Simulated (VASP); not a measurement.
MgO (rock salt): single point with LDA

MgO (rock salt):

```
Mg O
1.0
     0.00000    1.88667    1.88667
     1.88667    0.00000    1.88667
     1.88667    1.88667    0.00000
Mg O
1 1
Direct
  0.00000 0.00000 0.00000
  0.50000 0.50000 0.50000
```

This cell differs from its parent crystal: volume scaled by 0.72.

```
Program             : VASP 6.6.1
Task                : single point
Functional          : LDA
Potentials or basis : VASP PAW LDA potentials, release 64 (Mg, O)
Cutoff              : 600 eV
k mesh              : 10 × 10 × 10
Occupations         : gaussian, width 0.01 eV
Spin                : no spin polarisation
```

| Property | Result |
| --- | --- |
| Pressure | 90.7 GPa |
| Band gap on the k mesh | 8.62 eV, direct |

Levels at points of the mesh, in eV from the valence-band top:
| k point | band 1 | band 2 | band 3 | band 4 | band 5 | band 6 | band 7 | band 8 | band 9 |
| --- | --- | --- | --- | --- | --- | --- | --- | --- | --- |
| (0.00, 0.00, 0.00) | -19.08 | 0.00 | 0.00 | 0.00 | 8.62 | 17.26 | 17.26 | 17.26 | 22.25 |
| (0.50, 0.00, 0.00) | -16.66 | -6.40 | -1.17 | -1.17 | 10.01 | 16.36 | 19.64 | 19.64 | 26.23 |
| (0.50, 0.50, 0.00) | -16.31 | -5.68 | -1.89 | -1.89 | 8.96 | 13.82 | 16.79 | 24.24 | 24.24 |

Wall time 10 s on 1 thread of Intel Xeon 8259CL, with other jobs on the host, peak memory 0.13 GiB.

 A k mesh can miss the band edges.
